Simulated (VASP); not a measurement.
Here is a VASP 6.6.1 calculation.

Contents of POSCAR:

```
Rh
1.0
    0.0000000000      1.9585965000      1.8445035000
    1.9585965000      0.0000000000      1.8445035000
    1.9585965000      1.9585965000      0.0000000000
Rh
1
Direct
    0.0000000000      0.0000000000      0.0000000000
```

Contents of INCAR.step1:

```
SYSTEM = Rh
ALGO = Normal
EDIFF = 1E-5
ENCUT = 680
GGA = PE
GGA_COMPAT = .FALSE.
ISMEAR = 0
LASPH = .TRUE.
LCHARG = .FALSE.
LREAL = .FALSE.
LWAVE = .TRUE.
NBANDS = 14
NELM = 120
PREC = Accurate
SIGMA = 0.15
```

INCAR.step2

```
SYSTEM = Rh
ALGO = Normal
EDIFF = 1E-6
ENCUT = 680
GGA_COMPAT = .FALSE.
ISIF = 2
ISMEAR = 0
ISTART = 1
LASPH = .TRUE.
LCHARG = .FALSE.
LMIXTAU = .TRUE.
LREAL = .FALSE.
LWAVE = .FALSE.
METAGGA = R2SCAN
NBANDS = 14
NELM = 120
PREC = Accurate
SIGMA = 0.15
```

The input KPOINTS:

```
k-points
0
G
  8 8 8
  0 0 0
```

Potentials or basis: VASP PAW PBE potentials, release 64 (Rh_sv_GW).

Run with:

```sh
$ cat potpaw_PBE.64/Rh_sv_GW/POTCAR > POTCAR
$ cp INCAR.step1 INCAR
$ mpirun -np 1 vasp_std > vasp.out
$ cp INCAR.step2 INCAR
$ mpirun -np 1 vasp_std > vasp.out
```

(1) What does it give for the band gap on the k mesh?

(2) Predict the pressure.

## Answers

(1) zero (an odd number of electrons rules out a gap without spin polarisation).

(2) -6.7 GPa.

Caveat: the cell differs from its parent crystal (strain +0.030 along x and y, -0.030 along z); the stress differs along the axes, from -11 to 1 GPa; the PAW data sets were made with another functional, which shifts forces and pressure a little.
